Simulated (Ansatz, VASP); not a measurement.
## Two plane-wave programs on Hf

```xyz
1
Lattice="0.0000 2.1581 2.3979 1.9837 0.0000 2.3979 1.9837 2.1581 0.0000" Properties=species:S:1:pos:R:3 pbc="T T T"
Hf    0.0000    0.0000    0.0000
```

Change from the starting cell: strain +e along x and -e along y -0.0400, strain +e along z and -e/2 along x and y +0.1000.

Alike in both runs: task single point; functional LDA; k mesh 18 × 18 × 18; occupations gaussian, width 0.15 eV; no spin polarisation.

|  | VASP | Ansatz |
| --- | --- | --- |
| version | VASP 6.6.1 | Ansatz 0.2.0 |
| potentials or method | VASP PAW LDA potentials, release 64 (Hf_pv), cutoff 520 eV | scalar-relativistic, plane waves, PAW |
| valence electrons in the cell | 10 | 26 |

VASP gave:

| Property | Result |
| --- | --- |
| gap on the k mesh at the Fermi level (eV) | none |
| pressure (GPa) | 0.8 |
| traceless stress, the component that is largest in VASP (GPa) | -4.29 |

Task: What did Ansatz give for the same quantities?

Result: gap on the k mesh at the Fermi level (eV): none; pressure (GPa): 0.7; traceless stress, the component that is largest in VASP (GPa): -4.30.

LDA's correlation is that of Perdew and Zunger in VASP and of Perdew and Wang (1992) in Ansatz. A gap of «none» marks a metal or a gap that the smearing closes. VASP's potentials hold 10 valence electrons a cell and Ansatz's 26, so a difference there can come from the potentials and not from the codes.

Neither program's run includes spin-orbit coupling.
